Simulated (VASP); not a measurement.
# MgO (Fm-3m) in VASP: further runs

MgO is run at these levels: PBE; tasks: relaxation of cell and atoms.

Program: VASP 6.6.1. These are calculated values, not measurements. Logs are shortened: lines on timing, memory, paths and dates and some standing lists are left out, and cuts for length are marked.

### Step 1. The cell of the first run

It takes space group Fm-3m (No. 225, cubic). The conventional cell has a = 4.044 Å, b = 4.044 Å, c = 4.044 Å, α = 90.00°, β = 90.00°, γ = 90.00°. Within 2.7 Å of Mg (site symmetry m-3m) lie 6 O at 2.02 Å. Within 2.7 Å of O (site symmetry m-3m) lie 6 Mg at 2.02 Å.

### Step 2. Relaxation of cell and atoms, PBE, target pressure 30 GPa, at which the enthalpy is minimised

The input, INCAR:

```
SYSTEM = MgO
ALGO = Normal ; EDIFF = 1E-6
EDIFFG = -0.008 ; ENCUT = 600
GGA = PE ; IBRION = 2
ISIF = 3 ; ISMEAR = 0
LASPH = .TRUE. ; LCHARG = .FALSE.
LREAL = .FALSE. ; LWAVE = .FALSE.
NELM = 100 ; NSW = 70
PREC = Accurate ; PSTRESS = 300.0
SIGMA = 0.02
```

The input, KPOINTS:

```
k-points
0
G
  10 10 10
  0 0 0
```

The input, POSCAR:

```
MgO
1.0
    0.0000000000      2.0221875937      2.0221875937
    2.0221875937      0.0000000000      2.0221875937
    2.0221875937      2.0221875937      0.0000000000
Mg O
1 1
Direct
    0.0000000000      0.0000000000      0.0000000000
    0.5000000000      0.5000000000      0.5000000000
```

Potentials or basis: VASP PAW PBE potentials, release 64 (Mg, O).

On the command line:

```sh
> cat potpaw_PBE.64/Mg/POTCAR potpaw_PBE.64/O/POTCAR > POTCAR
> mpirun -np 1 vasp_std > vasp.out
```

OUTCAR:

```text
SYSTEM = MgO
   EDIFF = 1E-6
   EDIFFG = -0.008
   ENCUT = 600
   GGA = PE
   IBRION = 2
   ISIF = 3
   ISMEAR = 0
   LASPH = .TRUE.
   LREAL = .FALSE.
   NELM = 100
   NSW = 70
   PREC = Accurate
   PSTRESS = 300.0

 ion  position               nearest neighbor table
   1  0.000  0.000  0.000-   2 2.02   2 2.02   2 2.02   2 2.02   2 2.02   2 2.02
   2  0.500  0.500  0.500-   1 2.02   1 2.02   1 2.02   1 2.02   1 2.02   1 2.02

  LATTYP: Found a face centered cubic cell.
 ALAT       =     4.0443751874

  Lattice vectors:

 A1 = (   0.0000000000,   2.0221875937,   2.0221875937)
 A2 = (   2.0221875937,   0.0000000000,   2.0221875937)
 A3 = (   2.0221875937,   2.0221875937,   0.0000000000)

Analysis of symmetry for initial positions (statically):
=====================================================================
 Subroutine PRICEL returns:
 Original cell was already a primitive cell.

 Routine SETGRP: Setting up the symmetry group for a
 face centered cubic supercell.

 Subroutine GETGRP returns: Found 48 space group operations
 (whereof 48 operations were pure point group operations)
 out of a pool of 48 trial point group operations.

The static configuration has the point symmetry O_h .

Analysis of symmetry for dynamics (positions and initial velocities):
=====================================================================
 Subroutine PRICEL returns:
 Original cell was already a primitive cell.

 Routine SETGRP: Setting up the symmetry group for a
 face centered cubic supercell.

 Subroutine GETGRP returns: Found 48 space group operations
 (whereof 48 operations were pure point group operations)
 out of a pool of 48 trial point group operations.

The dynamic configuration has the point symmetry O_h .

 Subroutine INISYM returns: Found 48 space group operations
 (whereof 48 operations are pure point group operations),
 and found     1 'primitive' translations

----------------------------------------------------------------------------------------

                                     Primitive cell

  volume of cell :      16.5384

  direct lattice vectors                    reciprocal lattice vectors
     0.000000000  2.022187594  2.022187594    -0.247256981  0.247256981  0.247256981
     2.022187594  0.000000000  2.022187594     0.247256981 -0.247256981  0.247256981
     2.022187594  2.022187594  0.000000000     0.247256981  0.247256981 -0.247256981

  length of vectors
     2.859805121  2.859805121  2.859805121     0.428261654  0.428261654  0.428261654

  position of ions in fractional coordinates (direct lattice)
     0.000000000  0.000000000  0.000000000
     0.500000000  0.500000000  0.500000000

  ion indices of the primitive-cell ions
   primitive index   ion index
                 1           1
                 2           2

----------------------------------------------------------------------------------------

 KPOINTS: k-points

Automatic generation of k-mesh.
 Grid dimensions read from file:
 generate k-points for:   10   10   10

 Generating k-lattice:

  Cartesian coordinates                     Fractional coordinates (reciprocal lattice)
    -0.024725698  0.024725698  0.024725698     0.100000000  0.000000000  0.000000000
     0.024725698 -0.024725698  0.024725698     0.000000000  0.100000000  0.000000000
     0.024725698  0.024725698 -0.024725698     0.000000000  0.000000000  0.100000000

  Length of vectors
     0.042826165  0.042826165  0.042826165

  Shift w.r.t. Gamma in fractional coordinates (k-lattice)
     0.000000000  0.000000000  0.000000000

 Subroutine IBZKPT returns following result:
 ===========================================

 Found     47 irreducible k-points:

 Following reciprocal coordinates:
            Coordinates               Weight
  0.000000  0.000000  0.000000      1.000000
  0.100000  0.000000  0.000000      8.000000
  0.200000  0.000000  0.000000      8.000000
  0.300000  0.000000  0.000000      8.000000
  0.400000  0.000000  0.000000      8.000000
  0.500000  0.000000  0.000000      4.000000
[... 16 lines left out ...]
  0.300000  0.300000  0.000000      6.000000
  0.400000  0.300000  0.000000     24.000000
 [... further k-points ...]
   k-points           NKPTS =     47   k-points in BZ     NKDIM =     47   number of bands    NBANDS=      8
   number of dos      NEDOS =    301   number of ions     NIONS =      2
   total plane-waves  NPLWV =  13824
   dimension x,y,z NGX =    24 NGY =   24 NGZ =   24
   dimension x,y,z NGXF=    48 NGYF=   48 NGZF=   48
   ions per type =               1   1
   NGX,Y,Z   is equivalent  to a cutoff of  13.95, 13.95, 13.95 a.u.
   NGXF,Y,Z  is equivalent  to a cutoff of  27.90, 27.90, 27.90 a.u.
 SYSTEM =  MgO
   PREC   = accura    normal or accurate (medium, high low for compatibility)
   ISTART =      0    job   : 0-new  1-cont  2-samecut
   ICHARG =      2    charge: 1-file 2-atom 10-const
   ISPIN  =      1    spin polarized calculation?
   LNONCOLLINEAR =      F non collinear calculations
   LSORBIT =      F    spin-orbit coupling
   LASPH  =      T    aspherical Exc in radial PAW
   ENCUT  =  600.0 eV  44.10 Ry    6.64 a.u.   5.71  5.71  5.71*2*pi/ulx,y,z
   NELM   =    100;   NELMIN=  2; NELMDL= -5     # of ELM steps
   EDIFF  = 0.1E-05   stopping-criterion for ELM
   LREAL  =      F    real-space projection
   EDIFFG = -.8E-02   stopping-criterion for IOM
   NSW    =     70    number of steps for IOM
   IBRION =      2    ionic relax: 0-MD 1-quasi-New 2-CG
   NFREE  =      1    steps in history (QN), initial steepest desc. (CG)
   ISIF   =      3    stress and relaxation
   ISYM   =      2    0-nonsym 1-usesym 2-fastsym
   POTIM  = 0.5000    time-step for ionic-motion
   TEBEG  =    0.0;   TEEND  =   0.0 temperature during run
   PSTRESS=  300.0 pullay stress
   NELECT =       8.0000    total number of electrons
   NUPDOWN=      -1.0000    fix difference up-down
   EMIN   =  10.00;   EMAX   =-10.00  energy-range for DOS
   EFERMI =   0.00;   METHOD = LEGACY
   ISMEAR =     0;   SIGMA  =   0.02  broadening in eV -4-tet -1-fermi 0-gaus
   EFERMI_NEDOS =   21; number of points for ismear=-14 and -15
   IALGO  =     38    algorithm
   IMIX   =      4    mixing-type and parameters
     AMIX     =   0.40;   BMIX     =  1.00
     AMIX_MAG =   1.60;   BMIX_MAG =  1.00
  volume/ion in A,a.u.               =       8.27        55.80
  Fermi-wavevector in a.u.,A,eV,Ry     =   1.285109  2.428504 22.470101  1.651506
  Thomas-Fermi vector in A             =   2.417263
   LORBIT       =      0    0 simple, 1 ext, 2 COOP (PROOUT), +10 PAW based schemes
   GGA     = PE    functional components
   LHFCALC =     F    Hartree Fock is set to
   AEXX    =    0.0000 exact exchange contribution
   IVDW    =     0    specifies the selected vdW correction
   LEPSILON=     F    determine dielectric tensor
   LRPA    =     F    only Hartree local field effects (RPA)
 conjugate gradient relaxation of ions
 non-spin polarized calculation
 Gauss-broadening in eV      SIGMA  =   0.02
  energy-cutoff  :      600.00
  volume of cell :       16.54
 maximum number of plane-waves:       568
   NGX = 11   NGY = 11   NGZ = 11

 number of electron       7.9999999 magnetization

 Free energy of the ion-electron system (eV)
  ---------------------------------------------------
  ext. energy  EPLUGINS =         0.00000000
  ---------------------------------------------------
  free energy    TOTEN  =       -11.69512122 eV

  energy without entropy =      -11.69512122  energy(sigma->0) =      -11.69512122

 E-fermi :   4.2662     XC(G=0): -11.6706

 val. band max:        4.1635383408   @ k =   0.0000   0.0000   0.0000
 cond. band min:      10.1720883785   @ k =   0.0000   0.0000   0.0000
 fundamental gap:      6.0085500377
 Fermi energy:         4.2662278048

 k-point     1 :       0.0000    0.0000    0.0000
  band No.  band energies     occupation
      1     -13.7723      2.00000
      2       4.1635      2.00000
      3       4.1635      2.00000
      4       4.1635      2.00000
      5      10.1721      0.00000
      6      20.6499      0.00000
      7      20.6499      0.00000
      8      20.6499      0.00000

 k-point     2 :       0.1000    0.0000    0.0000
  band No.  band energies     occupation
      1     -13.6428      2.00000
      2       3.4852      2.00000
      3       4.0798      2.00000
      4       4.0798      2.00000
      5      10.7859      0.00000
      6      19.3637      0.00000
      7      20.9372      0.00000
      8      20.9372      0.00000

 k-point     3 :       0.2000    0.0000    0.0000
  band No.  band energies     occupation
      1     -13.2840      2.00000
      2       2.0386      2.00000
      3       3.8682      2.00000
      4       3.8682      2.00000
      5      11.9539      0.00000
      6      17.8944      0.00000
      7      21.5781      0.00000
      8      21.5781      0.00000

 k-point     4 :       0.3000    0.0000    0.0000
  band No.  band energies     occupation
      1     -12.7920      2.00000
      2       0.5344      2.00000
      3       3.6205      2.00000
      4       3.6205      2.00000
      5      12.7347      0.00000
      6      17.4725      0.00000
      7      21.9310      0.00000
      8      21.9310      0.00000

 k-point     5 :       0.4000    0.0000    0.0000
  band No.  band energies     occupation
      1     -12.3418      2.00000
      2      -0.5937      2.00000
      3       3.4303      2.00000
      4       3.4303      2.00000
      5      12.8867      0.00000
      6      17.8974      0.00000
      7      21.8493      0.00000
      8      21.8493      0.00000

 k-point     6 :       0.5000    0.0000    0.0000
  band No.  band energies     occupation
      1     -12.1537      2.00000
      2      -1.0183      2.00000
      3       3.3596      2.00000
      4       3.3596      2.00000
      5      12.8653      0.00000
      6      18.1968      0.00000
      7      21.7701      0.00000
      8      21.7701      0.00000

 k-point     7 :       0.1000    0.1000    0.0000
  band No.  band energies     occupation
      1     -13.6010      2.00000
      2       3.4154      2.00000
      3       3.9860      2.00000
      4       3.9860      2.00000
      5      10.9900      0.00000
      6      18.8910      0.00000
      7      21.1143      0.00000
      8      21.1143      0.00000
[... 133 lines left out ...]
 k-point    20 :      -0.4000    0.2000    0.0000
  band No.  band energies     occupation
      1     -12.0133      2.00000
      2      -0.3843      2.00000
      3       1.9878      2.00000
      4       3.1727      2.00000
      5      14.4839      0.00000
      6      17.6031      0.00000
      7      19.3169      0.00000
      8      22.8267      0.00000

 k-point    21 :      -0.3000    0.2000    0.0000
  band No.  band energies     occupation
      1     -12.2499      2.00000
      2       0.0723      2.00000
      3       2.0888      2.00000
      4       3.3653      2.00000
      5      14.5147      0.00000
      6      17.0071      0.00000
      7      19.8349      0.00000
      8      22.9967      0.00000

 k-point    22 :      -0.2000    0.2000    0.0000
  band No.  band energies     occupation
      1     -12.6483      2.00000
      2       0.7591      2.00000
      3       2.6214      2.00000
      4       3.6064      2.00000
      5      13.8629      0.00000
      6      16.7394      0.00000
      7      20.7029      0.00000
      8      23.4946      0.00000

 k-point    23 :       0.3000    0.3000    0.0000
  band No.  band energies     occupation
      1     -12.5487      2.00000
      2       0.6741      2.00000
      3       3.0949      2.00000
      4       3.0949      2.00000
      5      14.3833      0.00000
      6      14.8265      0.00000
      7      19.9998      0.00000
      8      23.6253      0.00000

 k-point    24 :       0.4000    0.3000    0.0000
  band No.  band energies     occupation
      1     -12.2369      2.00000
      2       0.1720      2.00000
      3       2.6747      2.00000
      4       2.9260      2.00000
      5      14.4512      0.00000
      6      15.2794      0.00000
      7      19.1255      0.00000
      8      24.0023      0.00000

 [... further k-points ...]
[... 5 lines left out ...]
  --------------------------------------------------------------------------------------
  -------------------------------------------------------------------------------------
  Total        3.0893892      3.0893892      3.0893892      0.0000000      0.0000000      0.0000000
  in kB      299.2877092    299.2877092    299.2877092      0.0000000      0.0000000      0.0000000
  external PRESSURE =      -0.7122908 kB  Pullay stress =     300.0000000 kB

 VOLUME and BASIS-vectors are now :
 -----------------------------------------------------------------------------
  energy-cutoff  :      600.00
  volume of cell :       16.54
      direct lattice vectors                 reciprocal lattice vectors
     0.000000000  2.022187594  2.022187594    -0.247256981  0.247256981  0.247256981
     2.022187594  0.000000000  2.022187594     0.247256981 -0.247256981  0.247256981
     2.022187594  2.022187594  0.000000000     0.247256981  0.247256981 -0.247256981

 POSITION                                       TOTAL-FORCE (eV/Angst)
 -----------------------------------------------------------------------------------
      0.00000      0.00000      0.00000         0.000000      0.000000      0.000000
      2.02219      2.02219      2.02219        -0.000000     -0.000000     -0.000000
 -----------------------------------------------------------------------------------
    total drift:                               -0.000000     -0.000000      0.000000

  FREE ENERGIE OF THE ION-ELECTRON SYSTEM (eV)
  ---------------------------------------------------
  free  energy   TOTEN  =       -11.6951212154 eV

  energy  without entropy=      -11.6951212154  energy(sigma->0) =      -11.69512122

  enthalpy is  TOTEN    =        -8.5983794398 eV   P V=        3.0967417756

 reached required accuracy - stopping structural energy minimisation
```

Wall time 16 s (1 thread of AMD EPYC 7R43 (Zen 3), shared host); peak memory 0.11 GiB.

Results:

```
Free energy             : -11.6951 eV
Pressure after relaxing : 29.9 GPa
Band gap on the k mesh  : 6.01 eV, direct
```

Final structure:
```
CELL_PARAMETERS angstrom
0.00000 2.02219 2.02219
2.02219 0.00000 2.02219
2.02219 2.02219 0.00000
ATOMIC_POSITIONS crystal
Mg 0.00000 0.00000 0.00000
O 0.50000 0.50000 0.50000
```

Levels at points of the mesh, in eV from the valence-band top:
```tsv
k point	band 1	band 2	band 3	band 4	band 5	band 6	band 7	band 8
(0.00, 0.00, 0.00)	-17.94	0.00	0.00	0.00	6.01	16.49	16.49	16.49
(0.50, 0.00, 0.00)	-16.32	-5.18	-0.80	-0.80	8.70	14.03	17.61	17.61
(0.50, 0.50, 0.00)	-16.02	-4.61	-1.53	-1.53	9.24	11.37	14.45	20.92
```

Caveat: the relaxation stopped at its first step, so nothing moved; the cell is relaxed towards a set pressure, so the enthalpy falls and the energy may rise. PBE gaps usually lie below the measured ones, often by a third to a half.

### Step 3. Relaxation of cell and atoms, PBE, target pressure 15 GPa, at which the enthalpy is minimised

This run uses another cell than the first one, of 8.83 Å³/atom, 1.067 times its volume.

The input, INCAR:

```
  PREC = Accurate
  ENCUT = 600
  EDIFF = 1E-6
  ISMEAR = 0
  SIGMA = 0.02
  LREAL = F
  LASPH = T
  NELM = 80
  ALGO = Normal
  ISIF = 3
  LWAVE = F
  LCHARG = F
  GGA = PE
  IBRION = 2
  NSW = 70
  EDIFFG = -0.008
  PSTRESS = 150.0
```

The input, KPOINTS:

```
Automatic mesh
0
Gamma
  10 10 10
```

The input, POSCAR:

```
MgO
1.0
    0.0000000000      2.0665637371      2.0665637371
    2.0665637371      0.0000000000      2.0665637371
    2.0665637371      2.0665637371      0.0000000000
Mg O
1 1
Direct
    0.0000000000      0.0000000000      0.0000000000
    0.5000000000      0.5000000000      0.5000000000
```

Potentials or basis: VASP PAW PBE potentials, release 64 (Mg, O).

On the command line:

```sh
> cat potpaw_PBE.64/Mg/POTCAR potpaw_PBE.64/O/POTCAR > POTCAR
> mpirun -np 1 vasp_std > vasp.out
```

OUTCAR:

```text
PREC = Accurate
   ENCUT = 600
   EDIFF = 1E-6
   ISMEAR = 0
   LREAL = F
   LASPH = T
   NELM = 80
   ISIF = 3
   GGA = PE
   IBRION = 2
   NSW = 70
   EDIFFG = -0.008
   PSTRESS = 150.0

 ion  position               nearest neighbor table
   1  0.000  0.000  0.000-   2 2.07   2 2.07   2 2.07   2 2.07   2 2.07   2 2.07
   2  0.500  0.500  0.500-   1 2.07   1 2.07   1 2.07   1 2.07   1 2.07   1 2.07

  LATTYP: Found a face centered cubic cell.
 ALAT       =     4.1331274742

  Lattice vectors:

 A1 = (   0.0000000000,   2.0665637371,   2.0665637371)
 A2 = (   2.0665637371,   0.0000000000,   2.0665637371)
 A3 = (   2.0665637371,   2.0665637371,   0.0000000000)

[... 253 lines left out ...]
 Free energy of the ion-electron system (eV)
  ---------------------------------------------------
  ext. energy  EPLUGINS =         0.00000000
  ---------------------------------------------------
  free energy    TOTEN  =       -11.84501619 eV

  energy without entropy =      -11.84501619  energy(sigma->0) =      -11.84501619

 E-fermi :   3.7440     XC(G=0): -11.3637

 val. band max:        3.6472164214   @ k =   0.0000   0.0000   0.0000
 cond. band min:       8.9769685620   @ k =   0.0000   0.0000   0.0000
 fundamental gap:      5.3297521406
 Fermi energy:         3.7439985556

 k-point     1 :       0.0000    0.0000    0.0000
  band No.  band energies     occupation
      1     -13.9326      2.00000
      2       3.6472      2.00000
      3       3.6472      2.00000
      4       3.6472      2.00000
      5       8.9770      0.00000
      6      19.7862      0.00000
      7      19.7862      0.00000
      8      19.7862      0.00000
[... 243 lines left out ...]
 k-point    24 :       0.4000    0.3000    0.0000
  band No.  band energies     occupation
      1     -12.5546      2.00000
      2      -0.1261      2.00000
      3       2.2565      2.00000
      4       2.4905      2.00000
      5      13.7008      0.00000
      6      14.1434      0.00000
      7      17.9012      0.00000
      8      22.6254      0.00000

 [... further k-points ...]
[... 5 lines left out ...]
  --------------------------------------------------------------------------------------
  -------------------------------------------------------------------------------------
  Total        1.6455188      1.6455188      1.6455188     -0.0000000     -0.0000000      0.0000000
  in kB      149.7842385    149.7842385    149.7842385     -0.0000000     -0.0000000      0.0000000
  external PRESSURE =      -0.2157615 kB  Pullay stress =     150.0000000 kB
[... 21 lines left out ...]
  energy  without entropy=      -11.8450161935  energy(sigma->0) =      -11.84501619

  enthalpy is  TOTEN    =       -10.1971270870 eV   P V=        1.6478891064

 reached required accuracy - stopping structural energy minimisation
```

Wall time 24 s (1 thread of AMD EPYC 7R43 (Zen 3), shared host); peak memory 0.11 GiB.

What came out:

```yaml
Free_energy: -11.8450 eV
Relaxed_volume: 8.80 Å³/atom
Relaxed_cell: a = 2.920 Å, b = 2.920 Å, c = 2.920 Å, α = 60.00°, β = 60.00°, γ = 60.00°
Space_group_after_relaxing_to_0.05_Å: Fm-3m (No. 225)
Energy_change_on_relaxing_the_enthalpy_is_what_falls: +2.3 meV/atom
Ionic_steps: 3
Pressure_after_relaxing: 15.0 GPa
Band_gap_on_the_k_mesh: 5.33 eV, direct
```

The path:
```tsv
step	energy change (eV)	largest force (eV/Å)	pressure (GPa)	volume (Å³)
1	0.0000	0.0000	14.38	17.65
2	0.0081	0.0000	15.45	17.56
3	0.0046	0.0000	14.98	17.60
```

Final structure:
```
Mg O
1.0
     0.00000    2.06462    2.06462
     2.06462    0.00000    2.06462
     2.06462    2.06462    0.00000
Mg O
1 1
Direct
  0.00000 0.00000 0.00000
  0.50000 0.50000 0.50000
```

Caveat: the cell is relaxed towards a set pressure, so the enthalpy falls and the energy may rise. A hybrid or GW would open this gap; PBE tends to underestimate it.

(Part 1 of 2 ends here.)
